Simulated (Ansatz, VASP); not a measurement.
## As: VASP beside Ansatz

Contents of INCAR:

```
SYSTEM = As
PREC = Accurate
ENCUT = 520
EDIFF = 1E-6
ISMEAR = 0
SIGMA = 0.02
LREAL = .FALSE.
LASPH = .TRUE.
NELM = 60
ALGO = Normal
ISIF = 2
LWAVE = .FALSE.
LCHARG = .FALSE.
LDIPOL = .TRUE.
IDIPOL = 3
DIPOL = 0.5 0.5 0.500
GGA = PE
NBANDS = 12
```

The input KPOINTS:

```
regular mesh
0
G
  9 9 1
  0 0 0
```

The input POSCAR:

```
As
1.0
    3.6700000000      0.0000000000      0.0000000000
   -1.8350000000      3.1783132319      0.0000000000
    0.0000000000      0.0000000000     28.0000000000
As
2
Direct
    0.3333333333      0.6666666667      0.5212857143
    0.6666666667      0.3333333333      0.4787142857
```

Input for Ansatz:

```yaml
crystal:
  lattice:
    - [3.67, 0.0, 0.0]
    - [-1.835, 3.1783132319, 0.0]
    - [0.0, 0.0, 28.0]
  atoms:
    - { symbol: As, position: [0.3333333333, 0.6666666667, 0.5212857143] }
    - { symbol: As, position: [0.6666666667, 0.3333333333, 0.4787142857] }
  periodic: [true, true, false]
basis:
  ecutwfc: 420
kpoints:
  mp_grid: { grid: [9, 9, 1] }
hamiltonian:
  xc: pbe
scf:
  occupations: { method: gaussian, width: 0.02 }
output:
  forces: true
  stress: true
  eigenvalues: true
```

Alike in both runs: task single point; functional PBE; k mesh 9 × 9 × 1; occupations gaussian, width 0.02 eV; no spin polarisation.

```csv
,VASP,Ansatz
version,VASP 6.6.1,Ansatz 0.2.0
potentials or method,"VASP PAW PBE potentials, release 64 (As), cutoff 520 eV","scalar-relativistic, plane waves, PAW"
valence electrons in the cell,10,30
```

```csv
,VASP,Ansatz,Ansatz less VASP
gap on the k mesh at the Fermi level (eV),0.70,0.77,+0.067
least direct gap on the mesh (eV),0.76,0.82,+0.064
rms of the force components (eV/Å),1.414,1.344,-0.0704
```

Atom by atom the forces differ by 0.070 eV/Å (rms over components). VASP's potentials hold 10 valence electrons a cell and Ansatz's 30, so a difference there can come from the potentials and not from the codes.
